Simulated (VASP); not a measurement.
# Si (Fd-3m) in VASP: single point with LDA

Aim: the single point of Si with LDA.

All numbers are computed with VASP 6.6.1; they aren't measurements. Logs are shortened: lines on timing, memory, paths and dates and some standing lists are left out, and cuts for length are marked.

### 1 The cell of the first run

The structure is cubic, space group Fd-3m (No. 227). The conventional cell has a = 5.402 Å, b = 5.402 Å, c = 5.402 Å, α = 90.00°, β = 90.00°, γ = 90.00°. Si (site symmetry -43m) has 4 Si at 2.34 Å within 3.1 Å.

### 2 Single point, LDA

INCAR

```
PREC = Accurate ; ENCUT = 520
EDIFF = 1E-7 ; ISMEAR = 0
SIGMA = 0.02 ; LREAL = F
LASPH = T ; NELM = 60
ALGO = Normal ; ISIF = 2
LWAVE = F ; LCHARG = F
NBANDS = 11
```

KPOINTS

```
Automatic mesh
0
Gamma
  12 12 12
```

POSCAR

```
Si
1.0
    0.0000000000      2.7009711377      2.7009711377
    2.7009711377      0.0000000000      2.7009711377
    2.7009711377      2.7009711377      0.0000000000
Si
2
Direct
    0.7500000000      0.7500000000      0.7500000000
    0.5000000000      0.5000000000      0.5000000000
```

Potentials or basis: VASP PAW LDA potentials, release 64 (Si).

Started as:

```console
$ cat potpaw_LDA.64/Si/POTCAR > POTCAR
$ mpirun -np 1 vasp_std > vasp.out
```

OUTCAR:

```text
PREC = Accurate
   ENCUT = 520
   EDIFF = 1E-7
   ISMEAR = 0
   LREAL = F
   LASPH = T
   NELM = 60
   ISIF = 2

 ion  position               nearest neighbor table
   1  0.750  0.750  0.750-   2 2.34   2 2.34   2 2.34   2 2.34
   2  0.500  0.500  0.500-   1 2.34   1 2.34   1 2.34   1 2.34

  LATTYP: Found a face centered cubic cell.
 ALAT       =     5.4019422754

  Lattice vectors:

 A1 = (   0.0000000000,   2.7009711377,   2.7009711377)
 A2 = (   2.7009711377,   0.0000000000,   2.7009711377)
 A3 = (   2.7009711377,   2.7009711377,   0.0000000000)

Analysis of symmetry for initial positions (statically):
=====================================================================
 Subroutine PRICEL returns:
 Original cell was already a primitive cell.

 Routine SETGRP: Setting up the symmetry group for a
 face centered cubic supercell.

 Subroutine GETGRP returns: Found 48 space group operations
 (whereof 24 operations were pure point group operations)
 out of a pool of 48 trial point group operations.

The static configuration has the point symmetry T_d .
 The point group associated with its full space group is O_h .

Analysis of symmetry for dynamics (positions and initial velocities):
=====================================================================
 Subroutine PRICEL returns:
 Original cell was already a primitive cell.

 Routine SETGRP: Setting up the symmetry group for a
 face centered cubic supercell.

 Subroutine GETGRP returns: Found 48 space group operations
 (whereof 24 operations were pure point group operations)
 out of a pool of 48 trial point group operations.

The dynamic configuration has the point symmetry T_d .
 The point group associated with its full space group is O_h .

 Subroutine INISYM returns: Found 48 space group operations
 (whereof 24 operations are pure point group operations),
 and found     1 'primitive' translations

----------------------------------------------------------------------------------------

                                     Primitive cell

  volume of cell :      39.4085

  direct lattice vectors                    reciprocal lattice vectors
     0.000000000  2.700971138  2.700971138    -0.185118602  0.185118602  0.185118602
     2.700971138  0.000000000  2.700971138     0.185118602 -0.185118602  0.185118602
     2.700971138  2.700971138  0.000000000     0.185118602  0.185118602 -0.185118602

  length of vectors
     3.819750015  3.819750015  3.819750015     0.320634823  0.320634823  0.320634823

  position of ions in fractional coordinates (direct lattice)
     0.750000000  0.750000000  0.750000000
     0.500000000  0.500000000  0.500000000

  ion indices of the primitive-cell ions
   primitive index   ion index
                 1           1
                 2           2

----------------------------------------------------------------------------------------

 KPOINTS: Automatic mesh

Automatic generation of k-mesh.
 Grid dimensions read from file:
 generate k-points for:   12   12   12

 Generating k-lattice:

  Cartesian coordinates                     Fractional coordinates (reciprocal lattice)
    -0.015426550  0.015426550  0.015426550     0.083333333  0.000000000  0.000000000
     0.015426550 -0.015426550  0.015426550     0.000000000  0.083333333  0.000000000
     0.015426550  0.015426550 -0.015426550     0.000000000  0.000000000  0.083333333

  Length of vectors
     0.026719569  0.026719569  0.026719569

  Shift w.r.t. Gamma in fractional coordinates (k-lattice)
     0.000000000  0.000000000  0.000000000

 Subroutine IBZKPT returns following result:
 ===========================================

 Found     72 irreducible k-points:

 Following reciprocal coordinates:
            Coordinates               Weight
  0.000000  0.000000  0.000000      1.000000
  0.083333  0.000000  0.000000      8.000000
  0.166667  0.000000  0.000000      8.000000
  0.250000  0.000000  0.000000      8.000000
  0.333333  0.000000  0.000000      8.000000
  0.416667  0.000000  0.000000      8.000000
[... 16 lines left out ...]
  0.500000  0.166667  0.000000     24.000000
 -0.416667  0.166667  0.000000     24.000000
 [... further k-points ...]
   k-points           NKPTS =     72   k-points in BZ     NKDIM =     72   number of bands    NBANDS=     11
   number of dos      NEDOS =    301   number of ions     NIONS =      2
   total plane-waves  NPLWV =  21952
   dimension x,y,z NGX =    28 NGY =   28 NGZ =   28
   dimension x,y,z NGXF=    56 NGYF=   56 NGZF=   56
   ions per type =               2
   NGX,Y,Z   is equivalent  to a cutoff of  12.19, 12.19, 12.19 a.u.
   NGXF,Y,Z  is equivalent  to a cutoff of  24.37, 24.37, 24.37 a.u.
 SYSTEM =  unknown system
   PREC   = accura    normal or accurate (medium, high low for compatibility)
   ISTART =      0    job   : 0-new  1-cont  2-samecut
   ICHARG =      2    charge: 1-file 2-atom 10-const
   ISPIN  =      1    spin polarized calculation?
   LNONCOLLINEAR =      F non collinear calculations
   LSORBIT =      F    spin-orbit coupling
   LASPH  =      T    aspherical Exc in radial PAW
   ENCUT  =  520.0 eV  38.22 Ry    6.18 a.u.   7.10  7.10  7.10*2*pi/ulx,y,z
   NELM   =     60;   NELMIN=  2; NELMDL= -5     # of ELM steps
   EDIFF  = 0.1E-06   stopping-criterion for ELM
   LREAL  =      F    real-space projection
   EDIFFG = 0.1E-05   stopping-criterion for IOM
   NSW    =      0    number of steps for IOM
   IBRION =     -1    ionic relax: 0-MD 1-quasi-New 2-CG
   NFREE  =      0    steps in history (QN), initial steepest desc. (CG)
   ISIF   =      2    stress and relaxation
   ISYM   =      2    0-nonsym 1-usesym 2-fastsym
   POTIM  = 0.5000    time-step for ionic-motion
   TEBEG  =    0.0;   TEEND  =   0.0 temperature during run
   PSTRESS=    0.0 pullay stress
   NELECT =       8.0000    total number of electrons
   NUPDOWN=      -1.0000    fix difference up-down
   EMIN   =  10.00;   EMAX   =-10.00  energy-range for DOS
   EFERMI =   0.00;   METHOD = LEGACY
   ISMEAR =     0;   SIGMA  =   0.02  broadening in eV -4-tet -1-fermi 0-gaus
   EFERMI_NEDOS =   21; number of points for ismear=-14 and -15
   IALGO  =     38    algorithm
   IMIX   =      4    mixing-type and parameters
     AMIX     =   0.40;   BMIX     =  1.00
     AMIX_MAG =   1.60;   BMIX_MAG =  1.00
  volume/ion in A,a.u.               =      19.70       132.97
  Fermi-wavevector in a.u.,A,eV,Ry     =   0.962147  1.818195 12.595285  0.925727
  Thomas-Fermi vector in A             =   2.091581
   LORBIT       =      0    0 simple, 1 ext, 2 COOP (PROOUT), +10 PAW based schemes
   GGA     = CA    functional components
   LHFCALC =     F    Hartree Fock is set to
   AEXX    =    0.0000 exact exchange contribution
   IVDW    =     0    specifies the selected vdW correction
   LEPSILON=     F    determine dielectric tensor
   LRPA    =     F    only Hartree local field effects (RPA)
 non-spin polarized calculation
 Gauss-broadening in eV      SIGMA  =   0.02
  energy-cutoff  :      520.00
  volume of cell :       39.41
 maximum number of plane-waves:      1074
   NGX = 15   NGY = 15   NGZ = 15

 number of electron       8.0000001 magnetization

 Free energy of the ion-electron system (eV)
  ---------------------------------------------------
  ext. energy  EPLUGINS =         0.00000000
  ---------------------------------------------------
  free energy    TOTEN  =       -11.91974442 eV

  energy without entropy =      -11.91974442  energy(sigma->0) =      -11.91974442

 E-fermi :   6.0934     XC(G=0):  -9.6658

 val. band max:        5.9331380046   @ k =   0.0000   0.0000   0.0000
 cond. band min:       6.3752298143   @ k =   0.4167   0.4167   0.0000
 fundamental gap:      0.4420918097
 Fermi energy:         6.0933846280

 k-point     1 :       0.0000    0.0000    0.0000
  band No.  band energies     occupation
      1      -6.1334      2.00000
      2       5.9331      2.00000
      3       5.9331      2.00000
      4       5.9331      2.00000
      5       8.4642      0.00000
      6       8.4642      0.00000
      7       8.4642      0.00000
      8       9.3254      0.00000
      9      13.6693      0.00000
     10      13.6693      0.00000
     11      13.6788      0.00000

 k-point     2 :       0.0833    0.0000    0.0000
  band No.  band energies     occupation
      1      -6.0411      2.00000
      2       5.0642      2.00000
      3       5.7866      2.00000
      4       5.7866      2.00000
      5       8.5101      0.00000
      6       8.6791      0.00000
      7       8.6791      0.00000
      8       9.9809      0.00000
      9      13.3829      0.00000
     10      13.3829      0.00000
     11      14.0779      0.00000

 k-point     3 :       0.1667    0.0000    0.0000
  band No.  band energies     occupation
      1      -5.7671      2.00000
      2       3.5254      2.00000
      3       5.4757      2.00000
      4       5.4757      2.00000
      5       8.2467      0.00000
      6       9.1191      0.00000
      7       9.1191      0.00000
      8      11.3901      0.00000
      9      12.9965      0.00000
     10      12.9965      0.00000
     11      14.8476      0.00000

 k-point     4 :       0.2500    0.0000    0.0000
  band No.  band energies     occupation
      1      -5.3218      2.00000
      2       1.9614      2.00000
      3       5.1640      2.00000
      4       5.1640      2.00000
      5       7.9172      0.00000
      6       9.4091      0.00000
      7       9.4091      0.00000
      8      12.8284      0.00000
      9      13.1030      0.00000
     10      13.1030      0.00000
     11      14.7635      0.00000
[... 239 lines left out ...]
 k-point    22 :       0.4167    0.1667    0.0000
  band No.  band energies     occupation
      1      -4.1959      2.00000
      2       0.2076      2.00000
      3       3.4574      2.00000
      4       4.0759      2.00000
      5       7.8565      0.00000
      6      10.1634      0.00000
      7      10.8007      0.00000
      8      10.9222      0.00000
      9      15.7176      0.00000
     10      16.1365      0.00000
     11      16.7640      0.00000

 k-point    23 :       0.5000    0.1667    0.0000
  band No.  band energies     occupation
      1      -3.5976      2.00000
      2      -0.7467      2.00000
      3       3.1069      2.00000
      4       4.1323      2.00000
      5       7.8888      0.00000
      6      10.0078      0.00000
      7      10.5201      0.00000
      8      12.3087      0.00000
      9      15.2528      0.00000
     10      16.4134      0.00000
     11      17.6666      0.00000

 k-point    24 :      -0.4167    0.1667    0.0000
  band No.  band energies     occupation
      1      -3.4789      2.00000
      2      -0.9115      2.00000
      3       2.8879      2.00000
      4       4.3205      2.00000
      5       8.0416      0.00000
      6       9.9521      0.00000
      7      10.2904      0.00000
      8      13.8668      0.00000
      9      14.4241      0.00000
     10      14.7072      0.00000
     11      17.0302      0.00000

 [... further k-points ...]
[... 5 lines left out ...]
  --------------------------------------------------------------------------------------
  -------------------------------------------------------------------------------------
  Total        0.0117167      0.0117167      0.0117167      0.0000000     -0.0000000      0.0000000
  in kB        0.4763492      0.4763492      0.4763492      0.0000000     -0.0000000      0.0000000
  external PRESSURE =       0.4763492 kB  Pullay stress =       0.0000000 kB

 VOLUME and BASIS-vectors are now :
 -----------------------------------------------------------------------------
  energy-cutoff  :      520.00
  volume of cell :       39.41
      direct lattice vectors                 reciprocal lattice vectors
     0.000000000  2.700971138  2.700971138    -0.185118602  0.185118602  0.185118602
     2.700971138  0.000000000  2.700971138     0.185118602 -0.185118602  0.185118602
     2.700971138  2.700971138  0.000000000     0.185118602  0.185118602 -0.185118602

 POSITION                                       TOTAL-FORCE (eV/Angst)
 -----------------------------------------------------------------------------------
      4.05146      4.05146      4.05146        -0.000000     -0.000000     -0.000000
      2.70097      2.70097      2.70097         0.000000      0.000000      0.000000
 -----------------------------------------------------------------------------------
    total drift:                                0.000000      0.000000     -0.000000

  FREE ENERGIE OF THE ION-ELECTRON SYSTEM (eV)
  ---------------------------------------------------
  free  energy   TOTEN  =       -11.9197444238 eV

  energy  without entropy=      -11.9197444238  energy(sigma->0) =      -11.91974442
```

It took 12 s on 1 thread of Intel Xeon 6975P-C (Granite Rapids), shared host; peak memory 0.14 GiB.

Results:

```yaml
Free_energy: -11.9197 eV
Pressure: 0.0 GPa
Band_gap_on_the_k_mesh: 0.44 eV, indirect (least direct gap 2.53 eV)
```

Levels at points of the mesh, in eV from the valence-band top:
```
           k point  band 1  band 2  band 3  band 4  band 5  band 6  band 7  band 8
(0.00, 0.00, 0.00)  -12.07    0.00    0.00    0.00    2.53    2.53    2.53    3.39
(0.50, 0.00, 0.00)   -9.69   -7.06   -1.21   -1.21    1.49    3.29    3.29    7.54
(0.50, 0.50, 0.00)   -7.86   -7.86   -2.89   -2.89    0.57    0.57   10.11   10.11
```

A k mesh can miss the band edges. Expect the measured gap to be larger: semilocal functionals such as LDA lack the derivative discontinuity.
